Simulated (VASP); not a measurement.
Input of a VASP 6.6.1 run:

Contents of INCAR:

```
PREC = Accurate
ENCUT = 700
EDIFF = 1E-6
ISMEAR = 1
SIGMA = 0.025
LREAL = False
LASPH = True
NELM = 120
ALGO = Normal
ISIF = 2
LWAVE = False
LCHARG = False
GGA = PS
NBANDS = 64
GGA_COMPAT = False
```

KPOINTS

```
regular mesh
0
Gamma
  5 5 5
```

POSCAR

```
Cu5W
1.0
    0.0000000000      3.3691140000      3.3691140000
    3.3691140000      0.0000000000      3.3691140000
    3.3691140000      3.3691140000      0.0000000000
W Cu
1 5
Direct
    0.0000000000      0.0000000000      0.0000000000
    0.2500000000      0.2500000000      0.2500000000
    0.6250000000      0.6250000000      0.6250000000
    0.1250000000      0.6250000000      0.6250000000
    0.6250000000      0.6250000000      0.1250000000
    0.6250000000      0.1250000000      0.6250000000
```

Potentials or basis: VASP PAW PBE potentials, release 64 (W_sv, Cu_sv_GW).

Launch:

```sh
$ cat potpaw_PBE.64/W_sv/POTCAR potpaw_PBE.64/Cu_sv_GW/POTCAR > POTCAR
$ mpirun -np 1 vasp_std > vasp.out
```

Question: Predict the pressure.

Answer: -12.3 GPa.

Caveat: the PAW data sets were made with another functional, which shifts forces and pressure a little.
